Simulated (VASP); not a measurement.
A run of VASP 6.6.1 is set up as follows.

The input POSCAR:

```
Pt
1.0
    2.7606656158      0.0000000000      0.0000000000
   -1.3803328079      2.3908065546      0.0000000000
    0.0000000000      0.0000000000      4.7921340000
Pt
2
Direct
    0.3284440000      0.6879730000      0.2528560000
    0.6733180000      0.3227900000      0.7433810000
```

The input INCAR.step1:

```
PREC = Accurate
ENCUT = 520
ISMEAR = 0
SIGMA = 0.005
LREAL = F
LASPH = T
NELM = 100
NBANDS = 17
GGA = PE
ALGO = Normal
EDIFF = 1E-4
LWAVE = T
LCHARG = F
```

The input INCAR.step2:

```
PREC = Accurate
ENCUT = 520
EDIFF = 1E-6
ISMEAR = 0
SIGMA = 0.005
LREAL = F
LASPH = T
NELM = 100
ALGO = Normal
ISIF = 2
LWAVE = F
LCHARG = T
METAGGA = R2SCAN
LMIXTAU = T
LELF = T
LVHAR = T
NBANDS = 17
ISTART = 1
```

The input KPOINTS:

```
Automatic mesh
0
Gamma
  8 8 4
```

Potentials or basis: VASP PAW PBE potentials, release 64 (Pt).

Command:

```sh
$ cat potpaw_PBE.64/Pt/POTCAR > POTCAR
$ cp INCAR.step1 INCAR
$ mpirun -np 1 vasp_std > vasp.out
$ cp INCAR.step2 INCAR
$ mpirun -np 1 vasp_std > vasp.out
```

Estimate the band gap on the k mesh.

zero (band 10 reaches 10.65 eV, above the bottom of band 11 at 9.27 eV).

Estimate the pressure.

-5.3 GPa.

Forces in eV/Å, atoms in the order of the input:
```
Pt  -0.109  0.029 -0.452
Pt   0.109 -0.029  0.452
```

Caveat: the PAW data sets were made with another functional, which shifts forces and pressure a little; spin-orbit coupling is left out, which moves the levels of the heavy elements.
